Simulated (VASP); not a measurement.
A run of VASP 6.6.1 is set up as follows.

INCAR

```
SYSTEM = LiH
  PREC = Accurate
  ENCUT = 520
  EDIFF = 1E-6
  ISMEAR = 0
  SIGMA = 0.01
  LREAL = .FALSE.
  LASPH = .TRUE.
  NELM = 60
  ALGO = Normal
  ISIF = 2
  LWAVE = .FALSE.
  LCHARG = .FALSE.
  GGA = PE
  NBANDS = 12
```

KPOINTS

```
Automatic mesh
0
G
  9 9 4
  0 0 0
```

POSCAR

```
LiH
1.0
    2.7248630481      0.0000000000      0.0000000000
   -1.3624315240      2.3598006215      0.0000000000
    0.0000000000      0.0000000000      4.7850540325
Li H
2 2
Direct
    0.0000000000      0.0000000000      0.0000000000
    0.0000000000      0.0000000000      0.5000000000
    0.3333333333      0.6666666667      0.2500000000
    0.6666666667      0.3333333333      0.7500000000
```

Potentials or basis: VASP PAW PBE potentials, release 64 (Li_sv, H).

Launch:

```console
$ cat potpaw_PBE.64/Li_sv/POTCAR potpaw_PBE.64/H/POTCAR > POTCAR
$ mpirun -np 1 vasp_std > vasp.out
```

What does it give for the band gap on the k mesh?

4.56 eV, indirect (least direct gap 5.07 eV).

 A k mesh can miss the band edges.
